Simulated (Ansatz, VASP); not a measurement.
# One calculation of SnSe, two programs

Contents of INCAR:

```
  PREC = Accurate
  ENCUT = 500
  EDIFF = 1E-6
  ISMEAR = -1
  SIGMA = 0.02
  LREAL = F
  LASPH = T
  NELM = 120
  ALGO = Normal
  ISIF = 2
  LWAVE = F
  LCHARG = F
  GGA = PE
  NBANDS = 17
  GGA_COMPAT = F
```

Contents of KPOINTS:

```
Automatic mesh
0
Gamma
  8 8 8
```

Contents of POSCAR:

```
SnSe
1.0
    0.0000000000      3.0621554168      2.9903338261
    3.0621554168      0.0000000000      2.9903338261
    3.0621554168      3.0621554168      0.0000000000
Sn Se
1 1
Direct
    0.0000000000      0.0000000000      0.0000000000
    0.5000000000      0.5000000000      0.5000000000
```

Input for Ansatz:

```yaml
crystal:
  lattice:
    - [0.0, 3.0621554168, 2.9903338261]
    - [3.0621554168, 0.0, 2.9903338261]
    - [3.0621554168, 3.0621554168, 0.0]
  atoms:
    - { symbol: Sn, position: [0.0, 0.0, 0.0] }
    - { symbol: Se, position: [0.5, 0.5, 0.5] }
kpoints:
  mp_grid: { grid: [8, 8, 8] }
  band_path:
    path:
      - [0.0, 0.0, 0.0]
      - [0.5, 0.0, 0.5]
      - [0.625, 0.25, 0.625]
      - [0.375, 0.375, 0.75]
      - [0.5, 0.5, 0.5]
      - [0.5, 0.25, 0.75]
      - [0.5, 0.475, 0.525]
      - [-0.040365, 0.011719, 0.480794]
      - [-0.051432, -0.033773, 0.479411]
    npoints: 1
hamiltonian:
  xc: pbe
scf:
  occupations: { method: fermi_dirac, width: 0.02 }
  n_extra_bands: 4
output:
  forces: true
  stress: true
  eigenvalues: true
```

Change from the starting cell: epitaxial_xy strain +2.0%.

Alike in both runs: task single point; functional PBE; k mesh 8 × 8 × 8; occupations fermi-dirac, width 0.02 eV; no spin polarisation.

|  | VASP | Ansatz |
| --- | --- | --- |
| version | VASP 6.6.1 | Ansatz 0.2.0 |
| potentials or method | VASP PAW PBE potentials, release 64 (Sn_d, Se) | plane waves, PAW |
| plane-wave cutoff (eV) | 500 | 420 |
| valence electrons in the cell | 20 | 30 |

```csv
,VASP,Ansatz,Ansatz less VASP
pressure (GPa),-0.4,-0.4,+0.02
"traceless stress, the component that is largest in VASP (GPa)",1.76,1.75,-0.007
```

VASP's potentials hold 20 valence electrons a cell and Ansatz's 30, so a difference there can come from the potentials and not from the codes.
